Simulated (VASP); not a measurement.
NiS:

```xyz
4
Lattice="3.4250 0.0000 0.0000 -1.7125 2.9661 0.0000 0.0000 0.0000 5.3400" Properties=species:S:1:pos:R:3 pbc="T T T"
Ni    0.0000    0.0000    0.0000
Ni    0.0000    0.0000    2.6700
S     0.0000    1.9774    1.3350
S     1.7125    0.9887    4.0050
```

Base run:

```yaml
Program: VASP 6.6.1
Functional: LDA
Potentials_or_basis: VASP PAW LDA potentials, release 64 (Ni, S)
Cutoff: 520 eV
k_mesh: 9 × 9 × 5
Occupations: fermi-dirac, width 0.1 eV
Spin: collinear spin, ferromagnetic start
Starting_moments: "[0.7, 0.7, 0.21, 0.21] μB"
Fixed_moment: 1.8 μB
```

Its results: pressure -10.5 GPa; site moments Ni +0.63; S +0.18 μB.

Task: The run is repeated on the same cell with these changes: fixed moment from 1.8 μB to 2.7 μB; moments at the start from [0.7, 0.7, 0.21, 0.21] to [1.03, 1.03, 0.33, 0.33]. What comes out?

Result: Pressure -8.1 GPa; site moments Ni +0.93; S +0.29 μB.

Caveats: the cell stands under tension; the total moment is fixed, so each spin has its own Fermi level and the state may be an excited one.
